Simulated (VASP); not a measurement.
# SrCl2 in VASP: a series of runs, part 2 of 2

VASP 6.6.1.

### 3 Single point, r2SCAN (epitaxial 111 strain -1.0%)

File POSCAR:

```
SrCl2
1.0
    0.0521895841      3.5149304885      3.5149304885
    3.5149304885      0.0521895841      3.5149304885
    3.5149304885      3.5149304885      0.0521895841
Sr Cl
1 2
Direct
    0.0000000000      0.0000000000      0.0000000000
    0.2487447933      0.2487447933      0.2487447933
    0.7512552067      0.7512552067      0.7512552067
```

File INCAR.step1:

```
ALGO = Normal
EDIFF = 1E-4
ENCUT = 520
GGA = PE
ISMEAR = 0
LASPH = T
LCHARG = F
LREAL = F
LWAVE = T
NBANDS = 19
NELM = 100
PREC = Accurate
SIGMA = 0.01
```

File INCAR.step2:

```
ALGO = Normal
EDIFF = 1E-6
ENCUT = 520
ISIF = 2
ISMEAR = 0
ISTART = 1
LASPH = T
LCHARG = F
LMIXTAU = T
LREAL = F
LWAVE = F
METAGGA = R2SCAN
NBANDS = 19
NELM = 100
PREC = Accurate
SIGMA = 0.01
```

File KPOINTS:

```
k-points
0
Gamma
  6 6 6
```

Potentials or basis: VASP PAW PBE potentials, release 64 (Sr_sv, Cl).

Command:

```console
cat potpaw_PBE.64/Sr_sv/POTCAR potpaw_PBE.64/Cl/POTCAR > POTCAR
cp INCAR.step1 INCAR
mpirun -np 1 vasp_std > vasp.out
cp INCAR.step2 INCAR
mpirun -np 1 vasp_std > vasp.out
```

OUTCAR:

```text
EDIFF = 1E-6
   ENCUT = 520
   ISIF = 2
   ISMEAR = 0
   ISTART = 1
   LASPH = T
   LREAL = F
   METAGGA = R2SCAN
   NELM = 100
   PREC = Accurate

 ion  position               nearest neighbor table
   1  0.000  0.000  0.000-   3 3.01   3 3.01   2 3.01   2 3.01   3 3.01   2 3.01   3 3.05   2 3.05

   2  0.249  0.249  0.249-   1 3.01   1 3.01   1 3.01   1 3.05
   3  0.751  0.751  0.751-   1 3.01   1 3.01   1 3.01   1 3.05

  LATTYP: Found a trigonal (rhomboedric) cell.
[... 199 lines left out ...]
      5     -14.1093      2.00000
      6     -13.2339      2.00000
[... 505 lines left out ...]
      6     -13.3585      2.00000
[... 11 lines left out ...]
     18      10.1927      0.00000
     19      10.5433      0.00000

 [... further k-points ...]
[... 5 lines left out ...]
  --------------------------------------------------------------------------------------
  -------------------------------------------------------------------------------------
  Total        0.1776895      0.1776895      0.1776895     -0.0757408     -0.0757408     -0.0757408
  in kB        3.3525342      3.3525342      3.3525342     -1.4290299     -1.4290299     -1.4290299
  external PRESSURE =       3.3525342 kB  Pullay stress =       0.0000000 kB

 VOLUME and BASIS-vectors are now :
 -----------------------------------------------------------------------------
  energy-cutoff  :      520.00
  volume of cell :       84.92
      direct lattice vectors                 reciprocal lattice vectors
     0.052189584  3.514930489  3.514930489    -0.145458367  0.143330205  0.143330205
     3.514930489  0.052189584  3.514930489     0.143330205 -0.145458367  0.143330205
     3.514930489  3.514930489  0.052189584     0.143330205  0.143330205 -0.145458367

 POSITION                                       TOTAL-FORCE (eV/Angst)
 -----------------------------------------------------------------------------------
      0.00000      0.00000      0.00000        -0.000000      0.000000      0.000000
      1.76162      1.76162      1.76162         0.002418      0.002418      0.002418
      5.32043      5.32043      5.32043        -0.002418     -0.002418     -0.002418
 -----------------------------------------------------------------------------------
    total drift:                                0.000000     -0.000000      0.000000

  FREE ENERGIE OF THE ION-ELECTRON SYSTEM (eV)
  ---------------------------------------------------
  free  energy   TOTEN  =       -35.6942542482 eV

  energy  without entropy=      -35.6942542482  energy(sigma->0) =      -35.69425425
```

OSZICAR.step1:

```text
N       E                     dE             d eps       ncg     rms          rms(c)
DAV:   1     0.142489206423E+03    0.14249E+03   -0.11599E+04  1216   0.114E+03
DAV:   2    -0.369508270047E+01   -0.14618E+03   -0.14105E+03  1573   0.219E+02
DAV:   3    -0.127833413761E+02   -0.90883E+01   -0.90610E+01  1609   0.558E+01
DAV:   4    -0.130541039038E+02   -0.27076E+00   -0.27035E+00  2010   0.855E+00
DAV:   5    -0.130576228996E+02   -0.35190E-02   -0.35174E-02  1681   0.908E-01    0.129E+01
DAV:   6    -0.127626985945E+02    0.29492E+00   -0.59255E-01  1410   0.431E+00    0.830E+00
DAV:   7    -0.127727295029E+02   -0.10031E-01   -0.36645E-01  1636   0.363E+00    0.212E+00
DAV:   8    -0.127784326231E+02   -0.57031E-02   -0.54744E-02  1366   0.129E+00    0.411E-01
DAV:   9    -0.127794165998E+02   -0.98398E-03   -0.19714E-03  1515   0.266E-01    0.148E-01
DAV:  10    -0.127807653992E+02   -0.13488E-02   -0.94265E-04  1304   0.179E-01    0.364E-02
DAV:  11    -0.127808684774E+02   -0.10308E-03   -0.66802E-05  1377   0.467E-02    0.407E-02
DAV:  12    -0.127808913170E+02   -0.22840E-04   -0.25153E-05  1034   0.269E-02
   1 F= -.12780891E+02 E0= -.12780891E+02  d E =-.969490E-17
```

It took 6.6 min on 1 thread of Intel Xeon 8259CL, shared host; peak memory 0.28 GiB.

What came out:

| Quantity | Value |
| --- | --- |
| Free energy | -35.6943 eV |
| Pressure | 0.3 GPa |
| Largest force | 0.004 eV/Å |
| Band gap on the k mesh | 5.97 eV (least direct gap 5.99 eV) |

Forces in eV/Å, atoms in the order of the input:
```
Sr   0.000  0.000  0.000
Cl   0.002  0.002  0.002
Cl  -0.002 -0.002 -0.002
```

Caveat: the cell differs from its parent crystal (epitaxial 111 strain -1.0%); the structure was generated, so it needn't be the stable form of SrCl2; the PAW data sets were made with another functional, which shifts forces and pressure a little. A k mesh can miss the band edges.
